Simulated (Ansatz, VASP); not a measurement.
## One calculation of AlH5, two programs

```
CELL_PARAMETERS angstrom
4.09735 0.00000 0.00000
0.04757 6.06606 0.00000
0.53907 0.07612 7.83730
ATOMIC_POSITIONS crystal
Al 0.51318 0.99791 0.68366
Al 0.88581 0.00434 0.95520
H 0.74330 0.56483 0.36401
H 0.28234 0.55109 0.07768
H 0.74089 0.19234 0.81866
H 0.21427 0.43701 0.63477
H 0.74456 0.80963 0.82707
H 0.22108 0.56125 0.63564
H 0.74852 0.44137 0.35859
H 0.30249 0.42813 0.08171
H 0.29178 0.00307 0.90630
H 0.81177 0.00903 0.15670
```

Change from the starting cell: the structure that the rattled cell fell into.

Alike in both runs: task relaxation of cell and atoms; functional PBE; k mesh 4 × 4 × 2; occupations gaussian, width 0.1 eV; no spin polarisation.

```csv
,VASP,Ansatz
version,VASP 6.6.1,Ansatz 0.2.0
potentials or method,"VASP PAW PBE potentials, release 64 (Al, H), cutoff 600 eV","scalar-relativistic, plane waves, PAW"
valence electrons in the cell,16,16
```

Ansatz gave:

| Item | Value |
| --- | --- |
| gap on the k mesh at the Fermi level, each at its own relaxed structure (eV) | 2.45 |
| relaxed volume (Å³/atom) | 17.75 |
| relaxed length of the cell vector where the two differ most in proportion (Å) | 8.120 |

Task: What did VASP give for the same quantities?

Result: gap on the k mesh at the Fermi level, each at its own relaxed structure (eV): 2.38; relaxed volume (Å³/atom): 17.95; relaxed length of the cell vector where the two differ most in proportion (Å): 8.233.
